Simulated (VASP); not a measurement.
# BN (P6_3/mmc) in VASP: notebook, part 2 of 2

VASP 6.6.1. The steps go on from the part before.

## Step 4: Single point, PBEsol

This run uses another cell than the first one, of 5.35 Å³/atom, 0.994 times its volume.

Contents of INCAR:

```
SYSTEM = BN
  PREC = Accurate
  ENCUT = 520
  EDIFF = 1E-6
  ISMEAR = -1
  SIGMA = 0.02
  LREAL = .False.
  LASPH = .True.
  NELM = 80
  ALGO = Normal
  ISIF = 2
  LWAVE = .False.
  LCHARG = .False.
  GGA = PS
  NBANDS = 16
```

Contents of KPOINTS:

```
Automatic mesh
0
Gamma
  12 12 6
  0 0 0
```

Contents of POSCAR:

```
BN
1.0
    2.4832689849      0.0000000000      0.0000000000
   -1.2416344925      2.1505740254      0.0000000000
    0.0000000000      0.0000000000      4.0041088998
B N
2 2
Direct
    0.0000000000      0.0000000000      0.0000000000
    0.0000000000      0.0000000000      0.5000000000
    0.3333333333      0.6666666667      0.2500000000
    0.6666666667      0.3333333333      0.7500000000
```

Potentials or basis: VASP PAW PBE potentials, release 64 (B, N).

On the command line:

```sh
$ cat potpaw_PBE.64/B/POTCAR potpaw_PBE.64/N/POTCAR > POTCAR
$ mpirun -np 1 vasp_std > vasp.out
```

OUTCAR:

```text
SYSTEM = BN
   PREC = Accurate
   ENCUT = 520
   EDIFF = 1E-6
   ISMEAR = -1
   LREAL = .False.
   LASPH = .True.
   NELM = 80
   ISIF = 2
   GGA = PS

 ion  position               nearest neighbor table
   1  0.000  0.000  0.000-   3 1.75   4 1.75   4 1.75   3 1.75   4 1.75   3 1.75   2 2.00   2 2.00

   2  0.000  0.000  0.500-   3 1.75   4 1.75   4 1.75   3 1.75   4 1.75   3 1.75   1 2.00   1 2.00

   3  0.333  0.667  0.250-   1 1.75   2 1.75   1 1.75   2 1.75   1 1.75   2 1.75
   4  0.667  0.333  0.750-   1 1.75   2 1.75   1 1.75   2 1.75   1 1.75   2 1.75

  LATTYP: Found a hexagonal cell.
 ALAT       =     2.4832689849
 C/A-ratio  =     1.6124346272

  Lattice vectors:

 A1 = (   2.4832689849,   0.0000000000,   0.0000000000)
 A2 = (  -1.2416344925,   2.1505740254,   0.0000000000)
 A3 = (   0.0000000000,   0.0000000000,   4.0041088998)

Analysis of symmetry for initial positions (statically):
=====================================================================
 Subroutine PRICEL returns:
 Original cell was already a primitive cell.

 Routine SETGRP: Setting up the symmetry group for a
 hexagonal supercell.

 Subroutine GETGRP returns: Found 24 space group operations
[... 169 lines left out ...]

 E-fermi :  10.7169     XC(G=0): -13.8230

 val. band max:       10.2111560118   @ k =   0.1667  -0.0000   0.0000
 cond. band min:      11.7818462520   @ k =   0.3333   0.3333   0.0000
 fundamental gap:      1.5706902402
 Fermi energy:        10.7169483737

 k-point     1 :       0.0000    0.0000    0.0000
  band No.  band energies     occupation
      1     -12.2183      2.00000
      2      -7.0607      2.00000
      3      -2.1639      2.00000
      4       8.7663      2.00000
      5       8.7663      2.00000
      6       9.5343      2.00000
[... 433 lines left out ...]
      3      -0.1925      2.00000
      4       1.4724      2.00000
      5       3.4396      2.00000
      6       5.3143      2.00000
[... 8 lines left out ...]
     15      22.9435      0.00000
     16      25.3937      0.00000

 [... further k-points ...]
[... 5 lines left out ...]
  --------------------------------------------------------------------------------------
  -------------------------------------------------------------------------------------
  Total        0.0264470      0.0264470      0.0117151     -0.0000000      0.0000000      0.0000000
  in kB        1.9815372      1.9815372      0.8777569     -0.0000000      0.0000000      0.0000000
  external PRESSURE =       1.6136104 kB  Pullay stress =       0.0000000 kB

 VOLUME and BASIS-vectors are now :
 -----------------------------------------------------------------------------
  energy-cutoff  :      520.00
  volume of cell :       21.38
      direct lattice vectors                 reciprocal lattice vectors
     2.483268985  0.000000000  0.000000000     0.402694998  0.232496066  0.000000000
    -1.241634493  2.150574025  0.000000000     0.000000000  0.464992131  0.000000000
     0.000000000  0.000000000  4.004108900     0.000000000  0.000000000  0.249743457

 POSITION                                       TOTAL-FORCE (eV/Angst)
 -----------------------------------------------------------------------------------
      0.00000      0.00000      0.00000         0.000000      0.000000      0.000000
      0.00000      0.00000      2.00205         0.000000      0.000000      0.000000
     -0.00000      1.43372      1.00103         0.000000     -0.000000     -0.000000
      1.24163      0.71686      3.00308        -0.000000      0.000000     -0.000000
 -----------------------------------------------------------------------------------
    total drift:                                0.000000     -0.000000      0.000000

  FREE ENERGIE OF THE ION-ELECTRON SYSTEM (eV)
  ---------------------------------------------------
  free  energy   TOTEN  =       -29.8876945965 eV

  energy  without entropy=      -29.8876945965  energy(sigma->0) =      -29.88769460
```

OSZICAR:

```text
N       E                     dE             d eps       ncg     rms          rms(c)
DAV:   1     0.400069152161E+02    0.40007E+02   -0.86611E+03  2432   0.101E+03
DAV:   2    -0.290347323334E+02   -0.69042E+02   -0.62569E+02  3512   0.224E+02
DAV:   3    -0.313523763296E+02   -0.23176E+01   -0.23062E+01  2800   0.367E+01
DAV:   4    -0.313578583885E+02   -0.54821E-02   -0.54803E-02  3144   0.197E+00
DAV:   5    -0.313578780852E+02   -0.19697E-04   -0.19695E-04  2768   0.959E-02    0.850E+00
DAV:   6    -0.299069612033E+02    0.14509E+01   -0.18218E+00  3456   0.131E+01    0.339E+00
DAV:   7    -0.298965020922E+02    0.10459E-01   -0.26787E-01  3048   0.397E+00    0.229E+00
DAV:   8    -0.298891352840E+02    0.73668E-02   -0.86987E-03  2968   0.940E-01    0.276E-01
DAV:   9    -0.298876681644E+02    0.14671E-02   -0.16769E-03  3136   0.486E-01    0.620E-02
DAV:  10    -0.298876953838E+02   -0.27219E-04   -0.19300E-04  2776   0.110E-01    0.137E-02
DAV:  11    -0.298876945965E+02    0.78732E-06   -0.32620E-06  3120   0.173E-02
   1 F= -.29887695E+02 E0= -.29887695E+02  d E =-.765781E-13
```

Run time: 16 s. Hardware: 1 thread of Intel Xeon Platinum 8259CL at 2.50GHz (Skylake/Cascade Lake), shared host; peak memory 0.14 GiB.

Results:

- Free energy: -29.8877 eV
- Pressure: 0.2 GPa
- Band gap on the k mesh: 1.57 eV, indirect (least direct gap 5.30 eV)

Stress tensor (GPa, compression positive):
```
0.20 0.00 0.00
0.00 0.20 0.00
0.00 0.00 0.09
```

Levels at points of the mesh, in eV from the valence-band top:
```tsv
k point	band 6	band 7	band 8	band 9	band 10	band 11
(0.00, 0.00, 0.00)	-0.68	-0.68	-0.27	5.93	8.37	8.37
(0.50, 0.00, 0.00)	-5.75	-4.43	-0.61	5.35	5.59	5.95
(0.00, 0.00, 0.50)	-0.95	-0.95	-0.95	7.22	7.22	7.79
(0.50, 0.00, 0.50)	-3.94	-3.34	-3.34	4.73	4.73	7.53
```

Caveat: the PAW data sets were made with another functional, which shifts forces and pressure a little. A k mesh can miss the band edges.

## Step 5: Single point, r2SCAN

Contents of POSCAR:

```
BN
1.0
    2.4913353523      0.0000000000      0.0000000000
   -1.2456676762      2.1575597044      0.0000000000
    0.0000000000      0.0000000000      4.0010591823
B N
2 2
Direct
    0.0000000000      0.0000000000      0.0000000000
    0.0000000000      0.0000000000      0.5000000000
    0.3333333333      0.6666666667      0.2500000000
    0.6666666667      0.3333333333      0.7500000000
```

Contents of INCAR.step1:

```
  PREC = Accurate
  ENCUT = 520
  ISMEAR = -1
  SIGMA = 0.02
  LREAL = F
  LASPH = T
  NELM = 60
  NBANDS = 16
  GGA = PE
  ALGO = Normal
  EDIFF = 1E-4
  LWAVE = T
  LCHARG = F
```

Contents of INCAR.step2:

```
  PREC = Accurate
  ENCUT = 520
  EDIFF = 1E-7
  ISMEAR = -1
  SIGMA = 0.02
  LREAL = F
  LASPH = T
  NELM = 60
  ALGO = Normal
  ISIF = 2
  LWAVE = F
  LCHARG = F
  METAGGA = R2SCAN
  LMIXTAU = T
  NBANDS = 16
  ISTART = 1
```

Contents of KPOINTS:

```
regular mesh
0
Gamma
  12 12 6
```

On the command line:

```sh
$ cat potpaw_PBE.64/B/POTCAR potpaw_PBE.64/N/POTCAR > POTCAR
$ cp INCAR.step1 INCAR
$ mpirun -np 1 vasp_std > vasp.out
$ cp INCAR.step2 INCAR
$ mpirun -np 1 vasp_std > vasp.out
```

Wall time 100 s (1 thread of Intel Xeon Platinum 8259CL at 2.50GHz (Skylake/Cascade Lake), shared host); peak memory 0.14 GiB.

Results (log left out):

```
Free energy            : -30.8376 eV
Pressure               : 0.4 GPa
Band gap on the k mesh : 1.82 eV, indirect (least direct gap 5.67 eV)
```

Stress tensor (GPa, compression positive):
```
0.40 0.00 0.00
0.00 0.40 0.00
0.00 0.00 0.25
```

Levels at points of the mesh, in eV from the valence-band top:
```csv
k point,band 4,band 5,band 6,band 7,band 8,band 9,band 10,band 11,band 12,band 13
"(0.00, 0.00, 0.00)",-1.45,-1.45,-0.72,-0.72,-0.15,6.34,8.67,9.23,9.23,9.44
"(0.50, 0.00, 0.00)",-10.50,-8.58,-5.91,-4.51,-0.62,5.99,6.02,6.56,6.99,11.55
"(0.00, 0.00, 0.50)",-6.30,-0.97,-0.97,-0.97,-0.97,7.64,7.64,8.54,8.54,8.54
"(0.50, 0.00, 0.50)",-12.70,-4.03,-4.03,-3.43,-3.43,5.27,5.27,8.26,8.26,11.53
```

Caveat: the PAW data sets were made with another functional, which shifts forces and pressure a little. A k mesh can miss the band edges.

## Step 6: Summary

| level | potentials or basis | cell | smearing | gap on the mesh (eV) | pressure (GPa) |
| --- | --- | --- | --- | --- | --- |
| PBE | VASP PAW PBE potentials, release 64 (B, N) | a = 2.491, b = 2.491, c = 4.001 Å, angles 90.0, 90.0, 120.0°, 4 atoms | fermi-dirac 0.02 eV | 1.58 | 4.5 |
| LDA | VASP PAW LDA potentials, release 64 (B, N) | a = 2.491, b = 2.491, c = 4.001 Å, angles 90.0, 90.0, 120.0°, 4 atoms | gaussian 0.01 eV | 1.67 | -9.5 |
| PBEsol | VASP PAW PBE potentials, release 64 (B, N) | a = 2.483, b = 2.483, c = 4.004 Å, angles 90.0, 90.0, 120.0°, 4 atoms | fermi-dirac 0.02 eV | 1.57 | 0.2 |
| r2SCAN | VASP PAW PBE potentials, release 64 (B, N) | a = 2.491, b = 2.491, c = 4.001 Å, angles 90.0, 90.0, 120.0°, 4 atoms | fermi-dirac 0.02 eV | 1.82 | 0.4 |

Alike in all rows: task single point; no spin polarisation; k mesh 12 × 12 × 6; cutoff (eV) 520.

Caveats: the PAW data sets were made with another functional, which shifts forces and pressure a little (some runs).

Total energies depend on the potentials used, so only differences within one code and one set of settings carry meaning.
